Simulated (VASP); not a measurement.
## YbAg2P2: single point with PBE

YbAg2P2:

```
Ag P Yb
1.0
     2.09844    3.63460    0.00000
    -2.09844    3.63460    0.00000
     0.00000    0.00000    7.01455
Ag P Yb
2 2 1
Direct
  0.33330 0.33340 0.63400
  0.66670 0.66660 0.36600
  0.33330 0.33340 0.25890
  0.66670 0.66660 0.74110
  0.00000 0.00000 0.00000
```

```json
{
 "Program": "VASP 6.6.1",
 "Task": "single point",
 "Functional": "PBE",
 "Potentials or basis": "VASP PAW PBE potentials, release 64 (Ag, P, Yb)",
 "Cutoff": "520 eV",
 "k mesh": "7 × 7 × 4",
 "Occupations": "fermi-dirac, width 0.1 eV",
 "Spin": "no spin polarisation"
}
```

```yaml
Pressure: -6.2 GPa
Largest_force: 0.731 eV/Å
Band_gap_on_the_k_mesh: zero (bands 28 and 29 overlap by 1.70 eV)
```

Forces in eV/Å, atoms in the order of the input:
```
Ag   0.002 -0.001  0.101
Ag  -0.002  0.001 -0.101
P    0.002 -0.001 -0.731
P   -0.002  0.001  0.731
Yb   0.000  0.000  0.000
```

Stress tensor (GPa, compression positive):
```
-5.53  0.01  0.00
 0.01 -5.52  0.00
 0.00  0.00 -7.69
```

Levels at points of the mesh, in eV from the Fermi level:
| k point | band 26 | band 27 | band 28 | band 29 | band 30 | band 31 |
| --- | --- | --- | --- | --- | --- | --- |
| (0.00, 0.00, 0.00) | -0.10 | 1.15 | 1.33 | 1.33 | 1.76 | 2.80 |
| (0.00, 0.00, 0.50) | 0.18 | 0.18 | 0.82 | 0.82 | 2.28 | 3.04 |

It took 15 min on 1 thread of AMD EPYC 7R43 64-Core Processor (Zen 3) (shared host), peak memory 0.34 GiB.

Caveat: the cell stands under tension; spin-orbit coupling is left out, which moves the levels of the heavy elements. Spin polarisation is off, so any magnetic state and its effect on volume and gap are missing.
